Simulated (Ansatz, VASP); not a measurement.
**NiO in VASP and in Ansatz**

Contents of INCAR:

```
  PREC = Accurate
  ENCUT = 520
  EDIFF = 1E-6
  ISMEAR = 0
  SIGMA = 0.05
  LREAL = F
  LASPH = T
  NELM = 150
  ALGO = Normal
  ISIF = 2
  LWAVE = F
  LCHARG = T
  ISPIN = 2
  MAGMOM = 1.51 -1.51 0 0
  LORBIT = 11
  LMAXMIX = 4
  GGA = PE
  LELF = T
  LVHAR = T
  NBANDS = 28
```

The input KPOINTS:

```
regular mesh
0
Gamma
  10 10 10
```

Contents of POSCAR:

```
NiO
1.0
   -2.0823767579     -2.0823767579      4.1830721375
   -4.1830721375     -2.0823767579      2.0823767579
   -2.0823767579     -4.1830721375      2.0823767579
Ni O
2 2
Direct
    0.0000000000      0.0000000000      0.0000000000
    0.5000000000      0.5000000000      0.5000000000
    1.2499992777     -0.7500007223     -0.7500007223
    1.7500007223     -0.2499992777     -0.2499992777
```

Input for Ansatz:

```yaml
crystal:
  lattice:
    - [-2.0823767579, -2.0823767579, 4.1830721375]
    - [-4.1830721375, -2.0823767579, 2.0823767579]
    - [-2.0823767579, -4.1830721375, 2.0823767579]
  atoms:
    - { symbol: Ni, position: [0.0, 0.0, 0.0], spin: 1.51 }
    - { symbol: O, position: [1.2499992777, -0.7500007223, -0.7500007223] }
    - { symbol: Ni, position: [0.5, 0.5, 0.5], spin: -1.51 }
    - { symbol: O, position: [1.7500007223, -0.2499992777, -0.2499992777] }
basis:
  ecutwfc: 420
  ecutrho_ratio: 4
kpoints:
  mp_grid: { grid: [10, 10, 10] }
  band_path: { path: [VBM, CBM], npoints: 2 }
hamiltonian:
  xc: pbe
scf:
  occupations: { method: gaussian, width: 0.05 }
  lower_state_search: "off"
output:
  forces: true
  stress: true
  eigenvalues: true
  populations: true
magnetization:
  spin_polarized: true
checkpoint:
  read: start.run
  write: ck
  compress: false
  write_wavefunctions: false
  write_every: 100000
```

Alike in both runs: task single point; functional PBE; k mesh 10 × 10 × 10; occupations gaussian, width 0.05 eV; collinear spin.

|  | VASP | Ansatz |
| --- | --- | --- |
| version | VASP 6.6.1 | Ansatz 0.2.0 |
| potentials or method | VASP PAW PBE potentials, release 64 (Ni, O), cutoff 520 eV | scalar-relativistic, plane waves, PAW |
| valence electrons in the cell | 32 | 48 |

Ansatz gave:

```
gap on the k mesh at the Fermi level (eV)                     : 0.96
least direct gap on the mesh (eV)                             : 1.16
pressure (GPa)                                                : 0.0
net moment per atom (μB)                                      : 0.00
size of the moment on the site where the two differ most (μB) : 1.37
```

**Question.** Which values does VASP return?

**Answer.** gap on the k mesh at the Fermi level (eV): 0.93; least direct gap on the mesh (eV): 1.14; pressure (GPa): -0.3; net moment per atom (μB): 0.00; size of the moment on the site where the two differ most (μB): 1.35.

Site moments also hang on the region over which each program counts them. VASP's potentials hold 32 valence electrons a cell and Ansatz's 48, so a difference there can come from the potentials and not from the codes. Ansatz's warnings: stability check not made.
